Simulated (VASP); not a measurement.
# MgI2 (R-3m) in VASP: a series of runs, part 2 of 2

VASP 6.6.1.

### 5 Relaxation of cell and atoms, PBE

INCAR reads:

```
ALGO = Normal
EDIFF = 1E-6
EDIFFG = -0.01
ENCUT = 600
GGA = PE
IBRION = 2
ISIF = 3
ISMEAR = 0
LASPH = T
LCHARG = F
LREAL = F
LWAVE = F
NELM = 60
NSW = 100
PREC = Accurate
SIGMA = 0.02
```

KPOINTS reads:

```
k-points
0
Gamma
  6 6 6
```

POSCAR reads:

```
MgI2
1.0
    2.1528137173      1.2429275792      6.5020481438
   -2.1528137173      1.2429275792      6.5020481438
    0.0000000000     -2.4858551584      6.5020481438
Mg I
1 2
Direct
    0.0000000000      0.0000000000      0.0000000000
    0.7500000000      0.7500000000      0.7500000000
    0.2500000000      0.2500000000      0.2500000000
```

Potentials or basis: VASP PAW PBE potentials, release 64 (Mg, I).

Launch:

```
$ cat potpaw_PBE.64/Mg/POTCAR potpaw_PBE.64/I/POTCAR > POTCAR
$ mpirun -np 1 vasp_std > vasp.out
```

OUTCAR:

```text
EDIFF = 1E-6
   EDIFFG = -0.01
   ENCUT = 600
   GGA = PE
   IBRION = 2
   ISIF = 3
   ISMEAR = 0
   LASPH = T
   LREAL = F
   NELM = 60
   NSW = 100
   PREC = Accurate

 ion  position               nearest neighbor table
   1  0.000  0.000  0.000-   2 2.97   2 2.97   3 2.97   3 2.97   2 2.97   3 2.97
   2  0.750  0.750  0.750-   1 2.97   1 2.97   1 2.97
   3  0.250  0.250  0.250-   1 2.97   1 2.97   1 2.97

  LATTYP: Found a trigonal (rhomboedric) cell.
 ALAT       =     6.9610420149
 COS(alpha) =     0.8087090652

  Lattice vectors:

 A1 = (   2.1528137173,   1.2429275792,   6.5020481438)
 A2 = (  -2.1528137173,   1.2429275792,   6.5020481438)
 A3 = (   0.0000000000,  -2.4858551584,   6.5020481438)

Analysis of symmetry for initial positions (statically):
=====================================================================
 Subroutine PRICEL returns:
 Original cell was already a primitive cell.

 Routine SETGRP: Setting up the symmetry group for a
 trigonal (rhombohedral) supercell.

 Subroutine GETGRP returns: Found 12 space group operations
 (whereof 12 operations were pure point group operations)
 out of a pool of 12 trial point group operations.

The static configuration has the point symmetry D_3d.

Analysis of symmetry for dynamics (positions and initial velocities):
=====================================================================
 Subroutine PRICEL returns:
 Original cell was already a primitive cell.
[... 350 lines left out ...]
  ext. energy  EPLUGINS =         0.00000000
  ---------------------------------------------------
  free energy    TOTEN  =        -7.73802439 eV

  energy without entropy =       -7.73802439  energy(sigma->0) =       -7.73802439

 E-fermi :   1.1427     XC(G=0):  -7.4924

 val. band max:        1.0198752889   @ k =   0.0000   0.0000   0.0000
 cond. band min:       4.5189729047   @ k =   0.5000   0.5000   0.0000
 fundamental gap:      3.4990976159
 Fermi energy:         1.1426858282

 k-point     1 :       0.0000    0.0000    0.0000
  band No.  band energies     occupation
      1     -10.7491      2.00000
      2     -10.2078      2.00000
      3      -2.0049      2.00000
      4       0.7296      2.00000
      5       0.7296      2.00000
      6       0.7476      2.00000
      7       1.0199      2.00000
      8       1.0199      2.00000
      9       4.7276      0.00000
     10       5.9069      0.00000
     11       7.6709      0.00000
     12       7.6709      0.00000
[... 331 lines left out ...]
 k-point    24 :      -0.3333    0.5000    0.1667
  band No.  band energies     occupation
      1     -10.1295      2.00000
      2      -9.9696      2.00000
      3      -2.1512      2.00000
      4      -1.5448      2.00000
      5      -0.6810      2.00000
      6      -0.2417      2.00000
      7       0.2739      2.00000
      8       0.4946      2.00000
      9       5.1696      0.00000
     10       6.7837      0.00000
     11       7.2933      0.00000
     12       7.7450      0.00000

 [... further k-points ...]

------------------------ aborting loop because EDIFF is reached ----------------------------------------

  FORCE on cell =-STRESS in cart. coord.  units (eV):
  Direction    XX          YY          ZZ          XY          YZ          ZX
  --------------------------------------------------------------------------------------
  -------------------------------------------------------------------------------------
  Total        0.0213852      0.0213852      0.0018289      0.0000000      0.0000000      0.0000000
  in kB        0.2895037      0.2895037      0.0247587      0.0000000      0.0000000      0.0000000
  external PRESSURE =       0.2012554 kB  Pullay stress =       0.0000000 kB
[... 18 lines left out ...]
  FREE ENERGIE OF THE ION-ELECTRON SYSTEM (eV)
  ---------------------------------------------------
  free  energy   TOTEN  =        -7.7380243901 eV

  energy  without entropy=       -7.7380243901  energy(sigma->0) =       -7.73802439

 reached required accuracy - stopping structural energy minimisation
```

Wall time 15 min (1 thread of Intel Xeon Platinum 8488C (Sapphire Rapids), shared host); peak memory 0.49 GiB.

Results:

| Item | Value |
| --- | --- |
| Free energy | -7.7380 eV |
| Relaxed volume | 39.45 Å³/atom |
| Relaxed cell | a = 8.113 Å, b = 8.113 Å, c = 8.113 Å, α = 30.01°, β = 30.01°, γ = 30.01° |
| Space group after relaxing (to 0.05 Å) | R-3m (No. 166) |
| Energy gained by relaxing | 32.1 meV/atom |
| Ionic steps | 14 |
| Pressure after relaxing | 0.0 GPa |
| Largest force after relaxing | 0.005 eV/Å |
| Band gap on the k mesh | 3.50 eV, indirect (least direct gap 3.71 eV) |

Forces in eV/Å, atoms in the order of the input:
```
Mg   0.000  0.000  0.000
I    0.000  0.000 -0.005
I    0.000  0.000  0.005
```

The path:
| step | energy change (eV) | largest force (eV/Å) | pressure (GPa) | volume (Å³) |
| --- | --- | --- | --- | --- |
| 1 | 0.0000 | 0.1593 | -0.01 | 104.39 |
| 2 | -0.0234 | 0.1552 | 0.08 | 104.33 |
| 3 | -0.0558 | 0.1632 | 0.52 | 103.91 |
| 4 | -0.0654 | 0.2130 | -0.02 | 106.60 |
| 5 | -0.0681 | 0.2575 | -0.44 | 109.05 |
| 6 | -0.0741 | 0.2115 | -0.36 | 109.63 |
| 7 | -0.0861 | 0.0742 | -0.13 | 111.38 |
| 8 | -0.0826 | 0.2084 | 0.45 | 114.90 |
| 9 | -0.0890 | 0.0478 | 0.11 | 112.84 |
| 10 | -0.0914 | 0.0303 | 0.05 | 113.98 |
| 11 | -0.0953 | 0.0207 | -0.11 | 117.36 |
| 12 | -0.0956 | 0.0388 | -0.15 | 118.54 |
| 13 | -0.0959 | 0.0192 | 0.17 | 118.20 |
| 14 | -0.0962 | 0.0053 | 0.02 | 118.35 |

Final structure:
```
Mg I
1.0
     2.10071    1.21285    7.74188
    -2.10071    1.21285    7.74188
     0.00000   -2.42569    7.74188
Mg I
1 2
Direct
  0.00000 0.00000 0.00000
  0.73872 0.73872 0.73872
  0.26128 0.26128 0.26128
```

Levels at points of the mesh, in eV from the valence-band top:
```tsv
k point	band 5	band 6	band 7	band 8	band 9	band 10	band 11	band 12
(0.00, 0.00, 0.00)	-0.29	-0.27	0.00	0.00	3.71	4.89	6.65	6.65
(0.50, 0.00, 0.00)	-1.32	-1.12	-0.79	-0.45	3.75	5.60	6.13	6.84
(0.50, 0.50, 0.00)	-1.24	-1.15	-0.50	-0.40	3.50	5.25	5.48	6.79
(0.50, 0.50, 0.50)	-0.27	-0.27	-0.02	-0.02	4.38	4.90	6.70	6.70
```

Caveat: spin-orbit coupling is left out, which moves the levels of the heavy elements. A k mesh can miss the band edges.

### 6 Summary

| task | cell | cutoff (eV) | smearing | gap on the mesh (eV) | pressure (GPa) | largest force (eV/Å) |
| --- | --- | --- | --- | --- | --- | --- |
| single point | a = 6.961 Å, angles 36.0°, 3 atoms | 520 | gaussian 0.1 eV | 2.75 | 0.0 | 0.16 |
| single point | a = 8.237 Å, angles 29.6°, 3 atoms | 520 | gaussian 0.02 eV | 3.52 | 0.0 | 0.01 |
| relaxation of cell and atoms | relaxed from a = 6.961 Å, angles 36.0°, 3 atoms | 600 | gaussian 0.02 eV | 3.50 | 0.0 | 0.01 |

Alike in all rows: level PBE; potentials or basis VASP PAW PBE potentials, release 64 (Mg, I); no spin polarisation; k mesh 6 × 6 × 6.

Caveats: spin-orbit coupling is left out, which moves the levels of the heavy elements.

Absolute energies hang on the potentials; compare differences alone.
